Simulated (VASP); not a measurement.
Wanted: the native input for a VASP 6.6.1 run.

```
Task                   : single point
Functional             : r2SCAN
Potentials or basis    : VASP PAW PBE potentials, release 64 (B, N)
Cutoff                 : 520 eV
k mesh                 : 12 × 12 × 6
Occupations            : gaussian, width 0.05 eV
Spin                   : no spin polarisation
Dipole correction      : no
Further INCAR settings : ALGO = Normal; EDIFF = 1e-06; NBANDS = 16
```

The system is BN.

```
B N
1.0
     2.55394    0.00000    0.00000
    -1.27697    2.21178    0.00000
     0.00000    0.00000    4.22685
B N
2 2
Direct
  0.66667 0.33333 0.99972
  0.33333 0.66667 0.49972
  0.66667 0.33333 0.69625
  0.33333 0.66667 0.19625
```

This cell differs from its parent crystal: all N atoms moved +0.300 Å, as atom 3 along Cartesian [0 0 1].

These files were run (other wordings do the same):

POSCAR

```
BN
1.0
    2.5539396017      0.0000000000      0.0000000000
   -1.2769698009      2.2117765748      0.0000000000
    0.0000000000      0.0000000000      4.2268550000
B N
2 2
Direct
    0.6666666667      0.3333333333      0.9997240000
    0.3333333333      0.6666666667      0.4997240000
    0.6666666667      0.3333333333      0.6962507555
    0.3333333333      0.6666666667      0.1962507555
```

INCAR.step1

```
SYSTEM = BN
PREC     = Accurate       ! precision mode
ENCUT    = 520            ! plane-wave cutoff, eV
ISMEAR   = 0              ! smearing method
SIGMA    = 0.05           ! smearing width, eV
LREAL    = .False.        ! projectors in reciprocal space
LASPH    = .True.         ! aspherical terms in the spheres
NELM     = 60             ! most SCF steps
NBANDS   = 16             ! bands
GGA      = PE             ! functional
ALGO     = Normal         ! electronic algorithm
EDIFF    = 1E-4           ! SCF threshold, eV
LWAVE    = .True.         ! write WAVECAR
LCHARG   = .False.        ! write CHGCAR
```

INCAR.step2

```
SYSTEM = BN
PREC     = Accurate       ! precision mode
ENCUT    = 520            ! plane-wave cutoff, eV
EDIFF    = 1E-6           ! SCF threshold, eV
ISMEAR   = 0              ! smearing method
SIGMA    = 0.05           ! smearing width, eV
LREAL    = .False.        ! projectors in reciprocal space
LASPH    = .True.         ! aspherical terms in the spheres
NELM     = 60             ! most SCF steps
ALGO     = Normal         ! electronic algorithm
ISIF     = 2              ! what is computed and relaxed
LWAVE    = .False.        ! write WAVECAR
LCHARG   = .False.        ! write CHGCAR
METAGGA  = R2SCAN         ! meta-GGA
LMIXTAU  = .True.       
NBANDS   = 16             ! bands
ISTART   = 1
```

KPOINTS

```
regular mesh
0
Gamma
  12 12 6
  0 0 0
```

Potentials or basis: VASP PAW PBE potentials, release 64 (B, N).

The run is started by

```bash
$ cat potpaw_PBE.64/B/POTCAR potpaw_PBE.64/N/POTCAR > POTCAR
$ cp INCAR.step1 INCAR
$ mpirun -np 1 vasp_std > vasp.out
$ cp INCAR.step2 INCAR
$ mpirun -np 1 vasp_std > vasp.out
```

It gave:

The pressure is 32.3 GPa, the largest force is 11.858 eV/Å and the band gap on the k mesh is 1.42 eV, indirect (least direct gap 5.46 eV).

Caveat: the cell differs from its parent crystal (all N atoms moved +0.300 Å, as atom 3 along Cartesian [0 0 1]); the PAW data sets were made with another functional, which shifts forces and pressure a little.

Run time: 84 s on 1 thread of AMD EPYC 7R43 64-Core Processor (Zen 3), on a shared host, peak memory 0.12 GiB.
